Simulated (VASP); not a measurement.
## W: single point with PBE

W:

```
W
1.0
     0.00000    2.05809    2.05809
     2.05809    0.00000    2.05809
     2.05809    2.05809    0.00000
W
1
Direct
  0.00000 0.00000 0.00000
```

This cell differs from its parent crystal: volume scaled by 1.06.

* Program: VASP 6.6.1
* Task: single point
* Functional: PBE
* Potentials or basis: VASP PAW PBE potentials, release 64 (W_sv)
* Cutoff: 520 eV
* k mesh: 18 × 18 × 18
* Occupations: gaussian, width 0.1 eV
* Spin: no spin polarisation
* Dipole correction: no
* Further INCAR settings: ALGO = Normal; EDIFF = 1e-07; NBANDS = 13

```
Pressure               : -14.4 GPa
Band gap on the k mesh : zero (band 7 reaches 12.41 eV, above the bottom of band 8 at 9.18 eV)
```

Levels at points of the mesh, in eV from the Fermi level:
| k point | band 3 | band 4 | band 5 | band 6 | band 7 | band 8 | band 9 | band 10 | band 11 | band 12 |
| --- | --- | --- | --- | --- | --- | --- | --- | --- | --- | --- |
| (0.00, 0.00, 0.00) | -37.50 | -37.50 | -8.68 | -0.50 | -0.50 | -0.50 | 2.37 | 2.37 | 12.70 | 17.62 |
| (0.50, 0.00, 0.00) | -37.63 | -37.63 | -5.29 | -0.69 | -0.69 | 0.47 | 4.63 | 4.63 | 9.41 | 12.32 |
| (0.50, 0.50, 0.00) | -37.84 | -37.84 | -5.08 | -4.16 | 2.73 | 4.59 | 5.29 | 5.29 | 11.23 | 11.23 |

Wall time 17 s on 1 thread of Intel(R) Xeon(R) 6975P-C (Granite Rapids) (shared host), peak memory 0.17 GiB.

Caveat: spin-orbit coupling is left out, which moves the levels of the heavy elements.
